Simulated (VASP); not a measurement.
# BP (v.bB) (F-43m) in VASP: notebook

Runs on BP (v.bB). Level: PBE. Tasks: single point.

All numbers are computed with VASP 6.6.1; they aren't measurements. Logs are shortened: lines on timing, memory, paths and dates and some standing lists are left out, and cuts for length are marked.

## 1. The cell of the first run

It takes space group F-43m (No. 216, cubic). The conventional cell has a = 4.548 Å, b = 4.548 Å, c = 4.548 Å, α = 90.00°, β = 90.00°, γ = 90.00°. Within 2.6 Å of B (site symmetry -43m) lie 4 P at 1.97 Å. P (site symmetry -43m) has 4 B at 1.97 Å within 2.6 Å.

## 2. Single point, PBE

INCAR

```
SYSTEM = BP
PREC = Accurate
ENCUT = 500
EDIFF = 1E-6
ISMEAR = 0
SIGMA = 0.02
LREAL = .FALSE.
LASPH = .TRUE.
NELM = 120
ALGO = Normal
ISIF = 2
LWAVE = .FALSE.
LCHARG = .FALSE.
GGA = PE
NBANDS = 11
GGA_COMPAT = .FALSE.
```

KPOINTS

```
Automatic mesh
0
G
  10 10 10
  0 0 0
```

POSCAR

```
BP
1.0
    0.0000000000      2.2740785275      2.2740785275
    2.2740785275      0.0000000000      2.2740785275
    2.2740785275      2.2740785275      0.0000000000
B P
1 1
Direct
    0.0000000000      0.0000000000      0.0000000000
    0.2500000000      0.2500000000      0.2500000000
```

Potentials or basis: VASP PAW PBE potentials, release 64 (B, P).

Command:

```sh
> cat potpaw_PBE.64/B/POTCAR potpaw_PBE.64/P/POTCAR > POTCAR
> mpirun -np 1 vasp_std > vasp.out
```

OUTCAR:

```text
SYSTEM = BP
   PREC = Accurate
   ENCUT = 500
   EDIFF = 1E-6
   ISMEAR = 0
   LREAL = .FALSE.
   LASPH = .TRUE.
   NELM = 120
   ISIF = 2
   GGA = PE

 ion  position               nearest neighbor table
   1  0.000  0.000  0.000-   2 1.97   2 1.97   2 1.97   2 1.97
   2  0.250  0.250  0.250-   1 1.97   1 1.97   1 1.97   1 1.97

  LATTYP: Found a face centered cubic cell.
 ALAT       =     4.5481570550

  Lattice vectors:

 A1 = (   0.0000000000,   2.2740785275,   2.2740785275)
 A2 = (   2.2740785275,   0.0000000000,   2.2740785275)
 A3 = (   2.2740785275,   2.2740785275,   0.0000000000)

Analysis of symmetry for initial positions (statically):
=====================================================================
 Subroutine PRICEL returns:
 Original cell was already a primitive cell.

 Routine SETGRP: Setting up the symmetry group for a
 face centered cubic supercell.

 Subroutine GETGRP returns: Found 24 space group operations
 (whereof 24 operations were pure point group operations)
 out of a pool of 48 trial point group operations.

The static configuration has the point symmetry T_d .

Analysis of symmetry for dynamics (positions and initial velocities):
=====================================================================
 Subroutine PRICEL returns:
 Original cell was already a primitive cell.

 Routine SETGRP: Setting up the symmetry group for a
 face centered cubic supercell.

 Subroutine GETGRP returns: Found 24 space group operations
 (whereof 24 operations were pure point group operations)
 out of a pool of 48 trial point group operations.

The dynamic configuration has the point symmetry T_d .

 Subroutine INISYM returns: Found 24 space group operations
 (whereof 24 operations are pure point group operations),
 and found     1 'primitive' translations

----------------------------------------------------------------------------------------

                                     Primitive cell

  volume of cell :      23.5205

  direct lattice vectors                    reciprocal lattice vectors
     0.000000000  2.274078527  2.274078527    -0.219869276  0.219869276  0.219869276
     2.274078527  0.000000000  2.274078527     0.219869276 -0.219869276  0.219869276
     2.274078527  2.274078527  0.000000000     0.219869276  0.219869276 -0.219869276

  length of vectors
     3.216032695  3.216032695  3.216032695     0.380824758  0.380824758  0.380824758

  position of ions in fractional coordinates (direct lattice)
     0.000000000  0.000000000  0.000000000
     0.250000000  0.250000000  0.250000000

  ion indices of the primitive-cell ions
   primitive index   ion index
                 1           1
                 2           2

----------------------------------------------------------------------------------------

 KPOINTS: Automatic mesh

Automatic generation of k-mesh.
 Grid dimensions read from file:
 generate k-points for:   10   10   10

 Generating k-lattice:

  Cartesian coordinates                     Fractional coordinates (reciprocal lattice)
    -0.021986928  0.021986928  0.021986928     0.100000000  0.000000000  0.000000000
     0.021986928 -0.021986928  0.021986928     0.000000000  0.100000000  0.000000000
     0.021986928  0.021986928 -0.021986928     0.000000000  0.000000000  0.100000000

  Length of vectors
     0.038082476  0.038082476  0.038082476

  Shift w.r.t. Gamma in fractional coordinates (k-lattice)
     0.000000000  0.000000000  0.000000000

 Subroutine IBZKPT returns following result:
 ===========================================

 Found     47 irreducible k-points:

 Following reciprocal coordinates:
            Coordinates               Weight
  0.000000  0.000000  0.000000      1.000000
  0.100000  0.000000  0.000000      8.000000
  0.200000  0.000000  0.000000      8.000000
  0.300000  0.000000  0.000000      8.000000
  0.400000  0.000000  0.000000      8.000000
  0.500000  0.000000  0.000000      4.000000
[... 16 lines left out ...]
  0.300000  0.300000  0.000000      6.000000
  0.400000  0.300000  0.000000     24.000000
 [... further k-points ...]
   k-points           NKPTS =     47   k-points in BZ     NKDIM =     47   number of bands    NBANDS=     11
   number of dos      NEDOS =    301   number of ions     NIONS =      2
   total plane-waves  NPLWV =  13824
   dimension x,y,z NGX =    24 NGY =   24 NGZ =   24
   dimension x,y,z NGXF=    48 NGYF=   48 NGZF=   48
   ions per type =               1   1
   NGX,Y,Z   is equivalent  to a cutoff of  12.41, 12.41, 12.41 a.u.
   NGXF,Y,Z  is equivalent  to a cutoff of  24.81, 24.81, 24.81 a.u.
 SYSTEM =  BP
   PREC   = accura    normal or accurate (medium, high low for compatibility)
   ISTART =      0    job   : 0-new  1-cont  2-samecut
   ICHARG =      2    charge: 1-file 2-atom 10-const
   ISPIN  =      1    spin polarized calculation?
   LNONCOLLINEAR =      F non collinear calculations
   LSORBIT =      F    spin-orbit coupling
   LASPH  =      T    aspherical Exc in radial PAW
   ENCUT  =  500.0 eV  36.75 Ry    6.06 a.u.   5.86  5.86  5.86*2*pi/ulx,y,z
   NELM   =    120;   NELMIN=  2; NELMDL= -5     # of ELM steps
   EDIFF  = 0.1E-05   stopping-criterion for ELM
   LREAL  =      F    real-space projection
   EDIFFG = 0.1E-04   stopping-criterion for IOM
   NSW    =      0    number of steps for IOM
   IBRION =     -1    ionic relax: 0-MD 1-quasi-New 2-CG
   NFREE  =      0    steps in history (QN), initial steepest desc. (CG)
   ISIF   =      2    stress and relaxation
   ISYM   =      2    0-nonsym 1-usesym 2-fastsym
   POTIM  = 0.5000    time-step for ionic-motion
   TEBEG  =    0.0;   TEEND  =   0.0 temperature during run
   PSTRESS=    0.0 pullay stress
   NELECT =       8.0000    total number of electrons
   NUPDOWN=      -1.0000    fix difference up-down
   EMIN   =  10.00;   EMAX   =-10.00  energy-range for DOS
   EFERMI =   0.00;   METHOD = LEGACY
   ISMEAR =     0;   SIGMA  =   0.02  broadening in eV -4-tet -1-fermi 0-gaus
   EFERMI_NEDOS =   21; number of points for ismear=-14 and -15
   IALGO  =     38    algorithm
   IMIX   =      4    mixing-type and parameters
     AMIX     =   0.40;   BMIX     =  1.00
     AMIX_MAG =   1.60;   BMIX_MAG =  1.00
  volume/ion in A,a.u.               =      11.76        79.36
  Fermi-wavevector in a.u.,A,eV,Ry     =   1.142763  2.159508 17.767936  1.305906
  Thomas-Fermi vector in A             =   2.279460
   LORBIT       =      0    0 simple, 1 ext, 2 COOP (PROOUT), +10 PAW based schemes
   GGA     = PE    functional components
   LHFCALC =     F    Hartree Fock is set to
   AEXX    =    0.0000 exact exchange contribution
   IVDW    =     0    specifies the selected vdW correction
   LEPSILON=     F    determine dielectric tensor
   LRPA    =     F    only Hartree local field effects (RPA)
 non-spin polarized calculation
 Gauss-broadening in eV      SIGMA  =   0.02
  energy-cutoff  :      500.00
  volume of cell :       23.52
 maximum number of plane-waves:       610
   NGX = 11   NGY = 11   NGZ = 11

 number of electron       8.0000000 magnetization

 Free energy of the ion-electron system (eV)
  ---------------------------------------------------
  ext. energy  EPLUGINS =         0.00000000
  ---------------------------------------------------
  free energy    TOTEN  =       -12.93057768 eV

  energy without entropy =      -12.93057768  energy(sigma->0) =      -12.93057768

 E-fermi :   7.4774     XC(G=0): -10.8784

 val. band max:        7.3537679918   @ k =   0.0000   0.0000   0.0000
 cond. band min:       8.6021447654   @ k =   0.4000   0.4000   0.0000
 fundamental gap:      1.2483767736
 Fermi energy:         7.4773571003

 k-point     1 :       0.0000    0.0000    0.0000
  band No.  band energies     occupation
      1      -8.0469      2.00000
      2       7.3538      2.00000
      3       7.3538      2.00000
      4       7.3538      2.00000
      5      10.7447      0.00000
      6      10.7447      0.00000
      7      10.7447      0.00000
      8      14.6262      0.00000
      9      18.8215      0.00000
     10      19.4634      0.00000
     11      19.4634      0.00000

 k-point     2 :       0.1000    0.0000    0.0000
  band No.  band energies     occupation
      1      -7.8677      2.00000
      2       6.0567      2.00000
      3       7.0608      2.00000
      4       7.0608      2.00000
      5      11.1505      0.00000
      6      11.1505      0.00000
      7      11.1747      0.00000
      8      15.1542      0.00000
      9      18.7838      0.00000
     10      18.7838      0.00000
     11      19.3866      0.00000

 k-point     3 :       0.2000    0.0000    0.0000
  band No.  band energies     occupation
      1      -7.3372      2.00000
      2       3.7249      2.00000
      3       6.5046      2.00000
      4       6.5046      2.00000
      5      11.3604      0.00000
      6      11.8677      0.00000
      7      11.8677      0.00000
      8      16.3467      0.00000
      9      18.1855      0.00000
     10      18.1855      0.00000
     11      20.2443      0.00000

 k-point     4 :       0.3000    0.0000    0.0000
  band No.  band energies     occupation
      1      -6.4854      2.00000
      2       1.3771      2.00000
      3       6.0176      2.00000
      4       6.0176      2.00000
      5      11.2596      0.00000
      6      12.2002      0.00000
      7      12.2002      0.00000
      8      17.2851      0.00000
      9      18.7549      0.00000
     10      18.7549      0.00000
     11      20.4970      0.00000
[... 239 lines left out ...]
 k-point    22 :      -0.2000    0.2000    0.0000
  band No.  band energies     occupation
      1      -6.1956      2.00000
      2       2.1208      2.00000
      3       3.2081      2.00000
      4       6.1159      2.00000
      5      11.8118      0.00000
      6      12.6527      0.00000
      7      13.7119      0.00000
      8      15.6462      0.00000
      9      16.8510      0.00000
     10      20.9213      0.00000
     11      23.0707      0.00000

 k-point    23 :       0.3000    0.3000    0.0000
  band No.  band energies     occupation
      1      -5.9445      2.00000
      2       2.5281      2.00000
      3       4.1528      2.00000
      4       4.1528      2.00000
      5       8.8832      0.00000
      6      11.2669      0.00000
      7      16.1771      0.00000
      8      16.1771      0.00000
      9      20.3260      0.00000
     10      21.7085      0.00000
     11      23.8091      0.00000

 k-point    24 :       0.4000    0.3000    0.0000
  band No.  band energies     occupation
      1      -5.1250      2.00000
      2       1.2082      2.00000
      3       3.3304      2.00000
      4       3.8596      2.00000
      5       9.1706      0.00000
      6      10.9788      0.00000
      7      16.7840      0.00000
      8      16.7992      0.00000
      9      21.2763      0.00000
     10      22.5778      0.00000
     11      24.3167      0.00000

 [... further k-points ...]
[... 5 lines left out ...]
  --------------------------------------------------------------------------------------
  -------------------------------------------------------------------------------------
  Total       -0.0289617     -0.0289617     -0.0289617     -0.0000000     -0.0000000      0.0000000
  in kB       -1.9728240     -1.9728240     -1.9728240     -0.0000000     -0.0000000      0.0000000
  external PRESSURE =      -1.9728240 kB  Pullay stress =       0.0000000 kB

 VOLUME and BASIS-vectors are now :
 -----------------------------------------------------------------------------
  energy-cutoff  :      500.00
  volume of cell :       23.52
      direct lattice vectors                 reciprocal lattice vectors
     0.000000000  2.274078527  2.274078527    -0.219869276  0.219869276  0.219869276
     2.274078527  0.000000000  2.274078527     0.219869276 -0.219869276  0.219869276
     2.274078527  2.274078527  0.000000000     0.219869276  0.219869276 -0.219869276

 POSITION                                       TOTAL-FORCE (eV/Angst)
 -----------------------------------------------------------------------------------
      0.00000      0.00000      0.00000         0.000000      0.000000     -0.000000
      1.13704      1.13704      1.13704        -0.000000     -0.000000      0.000000
 -----------------------------------------------------------------------------------
    total drift:                                0.000000      0.000000      0.000000

  FREE ENERGIE OF THE ION-ELECTRON SYSTEM (eV)
  ---------------------------------------------------
  free  energy   TOTEN  =       -12.9305776797 eV

  energy  without entropy=      -12.9305776797  energy(sigma->0) =      -12.93057768
```

Run time: 9.7 s. Hardware: 1 thread of Intel Xeon Platinum 8375C at 2.90GHz (Ice Lake), shared host; peak memory 0.14 GiB.

Results:

```yaml
Free_energy: -12.9306 eV
Pressure: -0.2 GPa
Band_gap_on_the_k_mesh: 1.25 eV, indirect (least direct gap 3.39 eV)
```

Levels at points of the mesh, in eV from the valence-band top:
```
           k point  band 1  band 2  band 3  band 4  band 5  band 6  band 7  band 8
(0.00, 0.00, 0.00)  -15.40    0.00    0.00    0.00    3.39    3.39    3.39    7.27
(0.50, 0.00, 0.00)  -12.10   -8.99   -1.75   -1.75    3.74    4.71    4.71   10.10
(0.50, 0.50, 0.00)  -10.58   -8.55   -4.09   -4.09    1.35    1.67   12.06   12.06
```

A k mesh can miss the band edges.

## 3. Single point, PBE

INCAR

```
ALGO = Normal ; EDIFF = 1E-6
ENCUT = 500 ; GGA = PE
GGA_COMPAT = F ; ISIF = 2
ISMEAR = 0 ; LASPH = T
LCHARG = T ; LELF = T
LREAL = F ; LVHAR = T
LWAVE = F ; NBANDS = 11
NELM = 120 ; PREC = Accurate
SIGMA = 0.02
```

KPOINTS

```
k-points
0
Gamma
  10 10 10
```

POSCAR is that of step 2.

Potentials or basis: VASP PAW PBE potentials, release 64 (B, P).

Command:

```sh
> cat potpaw_PBE.64/B/POTCAR potpaw_PBE.64/P/POTCAR > POTCAR
> mpirun -np 1 vasp_std > vasp.out
```

Run time: 12 s. Hardware: 1 thread of Intel Xeon Platinum 8375C at 2.90GHz (Ice Lake), shared host; peak memory 0.14 GiB.

The run converged. Its results:

* Free energy: -12.9306 eV
* Pressure: -0.2 GPa
* Band gap on the k mesh: 1.25 eV, indirect (least direct gap 3.39 eV)

Levels at points of the mesh, in eV from the valence-band top:
```
           k point  band 1  band 2  band 3  band 4  band 5  band 6  band 7  band 8  band 9
(0.00, 0.00, 0.00)  -15.40    0.00    0.00    0.00    3.39    3.39    3.39    7.27   11.47
(0.50, 0.00, 0.00)  -12.10   -8.99   -1.75   -1.75    3.74    4.71    4.71   10.10   14.58
(0.50, 0.50, 0.00)  -10.58   -8.55   -4.09   -4.09    1.35    1.67   12.06   12.06   15.15
```

A k mesh can miss the band edges.
